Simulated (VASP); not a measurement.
# Ti3Al: single point with PBE

Crystal: Ti3Al.

```xyz
4
Lattice="2.9297 0.0000 0.0000 -1.4649 2.5372 0.0000 0.0000 0.0000 9.2315" Properties=species:S:1:pos:R:3 pbc="T T T"
Ti    1.4649    0.8457    0.0000
Ti    0.0000    1.6915    6.9279
Ti    0.0000    1.6915    2.3037
Al    1.4649    0.8457    4.6158
```

```
Program             : VASP 6.6.1
Task                : single point
Functional          : PBE
Potentials or basis : VASP PAW PBE potentials, release 64 (Ti_sv, Al)
Cutoff              : 520 eV
k mesh              : 18 × 18 × 6
Occupations         : gaussian, width 0.15 eV
Spin                : collinear spin
Starting moments    : [0.667, 0.667, 0.667, 0.0] μB
Fixed moment        : 2 μB
```

```
Pressure                                              : 0.7 GPa
Largest force                                         : 0.176 eV/Å
Net moment                                            : 2.00 μB per cell
Site moments                                          : Ti +0.30, +0.52 (each value once); Al +0.02 μB
Valence electrons inside the program's atomic spheres : Ti 10.27, 10.24 (each value once); Al 0.80
```

Forces in eV/Å, atoms in the order of the input:
```
Ti   0.000  0.000  0.000
Ti   0.000  0.000 -0.176
Ti   0.000  0.000  0.176
Al   0.000  0.000  0.000
```

Stress tensor (GPa, compression positive):
```
-0.07  0.00  0.00
 0.00 -0.07  0.00
 0.00  0.00  2.31
```

Run time: 18 min on 1 thread of Oxide Virtual Turin-like Processor, on a shared host, peak memory 0.52 GiB.

Caveat: the total moment is fixed, so each spin has its own Fermi level.
